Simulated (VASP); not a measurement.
MgI2: single point with PBE-based screened hybrid with 15 % exact exchange

The system is MgI2.

```
CELL_PARAMETERS angstrom
4.15664 0.00000 0.00000
-2.07832 3.59975 0.00000
0.00000 0.00000 6.87561
ATOMIC_POSITIONS crystal
Mg 0.00000 0.00000 0.00000
I 0.33333 0.66667 0.24257
I 0.66667 0.33333 0.75743
```

```
Program                            : VASP 6.6.1
Task                               : single point
Functional                         : PBE-based screened hybrid with 15 % exact exchange
Potentials or basis                : VASP PAW PBE potentials, release 64 (Mg, I)
Cutoff                             : 520 eV
k mesh                             : 6 × 6 × 2
Occupations                        : gaussian, width 0.01 eV
Spin                               : no spin polarisation
Dipole correction                  : no
Grid for exact exchange (PRECFOCK) : Normal
Share of exact exchange            : 0.15
Further INCAR settings             : ALGO = Normal; EDIFF = 1e-06; NBANDS = 15
Screening parameter                : 0.1 1/Å
```

```json
{
  "Pressure": "0.6 GPa",
  "Largest force": "0.081 eV/Å",
  "Band gap on the k mesh": "4.29 eV (least direct gap 4.46 eV)"
}
```

Forces on the atoms (eV/Å):
```
Mg   0.000  0.000  0.000
I    0.000  0.000 -0.081
I    0.000  0.000  0.081
```

Stress tensor (GPa, compression positive):
```
0.50 0.00 0.00
0.00 0.50 0.00
0.00 0.00 0.67
```

Levels at points of the mesh, in eV from the valence-band top:
```tsv
k point	band 5	band 6	band 7	band 8	band 9	band 10	band 11	band 12
(0.00, 0.00, 0.00)	-0.47	-0.07	-0.07	0.00	4.46	5.53	7.54	7.54
(0.50, 0.00, 0.00)	-1.96	-1.45	-0.94	-0.47	4.38	6.11	6.28	7.79
(0.00, 0.00, 0.50)	-0.37	-0.37	-0.18	-0.18	5.44	5.62	7.35	7.35
(0.50, 0.00, 0.50)	-1.27	-1.19	-0.84	-0.73	4.29	5.97	6.46	6.88
```

Wall time 12 min on 1 thread of Intel(R) Xeon(R) Platinum 8375C CPU @ 2.90GHz (Ice Lake) (shared host), peak memory 0.36 GiB.

Caveat: the k points lie up to 0.46 Å⁻¹ apart; the PAW data sets were made with another functional, which shifts forces and pressure a little; spin-orbit coupling is left out, which moves the levels of the heavy elements. A k mesh can miss the band edges.
